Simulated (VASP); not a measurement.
CdS (de600):

```
CELL_PARAMETERS angstrom
4.16884 0.00000 0.00000
-2.08442 3.61032 0.00000
0.00000 0.00000 6.77962
ATOMIC_POSITIONS crystal
Cd 0.66667 0.33333 0.50022
Cd 0.33333 0.66667 0.00022
S 0.66667 0.33333 0.87678
S 0.33333 0.66667 0.37678
```

| Item | Value |
| --- | --- |
| Program | VASP 6.6.1 |
| Task | relaxation of cell and atoms |
| Functional | LDA |
| Potentials or basis | VASP PAW LDA potentials, release 64 (Cd, S) |
| Cutoff | 600 eV |
| k mesh | 6 × 6 × 4 |
| Occupations | gaussian, width 0.02 eV |
| Spin | no spin polarisation |

At the start: pressure -3.5 GPa; volume 25.51 Å³/atom.

Problem. How do energy, volume and symmetry change on relaxing?

Solution. Over 9 steps the energy falls by 17.2 meV/atom and the volume is 24.03 Å³/atom (-5.8 %); space group P6_3mc (No. 186, to 0.05 Å).

Step by step:
```
step  energy change (eV)  largest force (eV/Å)  pressure (GPa)  volume (Å³)
   1              0.0000                0.0026           -3.52       102.04
   2             -0.0580                0.0096            1.61        93.99
   3             -0.0686                0.0053            0.00        96.13
   4             -0.0686                0.0055            0.08        96.01
   5             -0.0686                0.0044           -0.03        96.18
   6             -0.0686                0.0046           -0.01        96.15
   7             -0.0686                0.0047           -0.01        96.14
   8             -0.0686                0.0038            0.00        96.14
   9             -0.0686                0.0014            0.00        96.14
```

Final structure:
```
Cd S
1.0
     4.08507    0.00000    0.00000
    -2.04254    3.53778    0.00000
     0.00000    0.00000    6.65203
Cd S
2 2
Direct
  0.66667 0.33333 0.50037
  0.33333 0.66667 0.00037
  0.66667 0.33333 0.87663
  0.33333 0.66667 0.37663
```
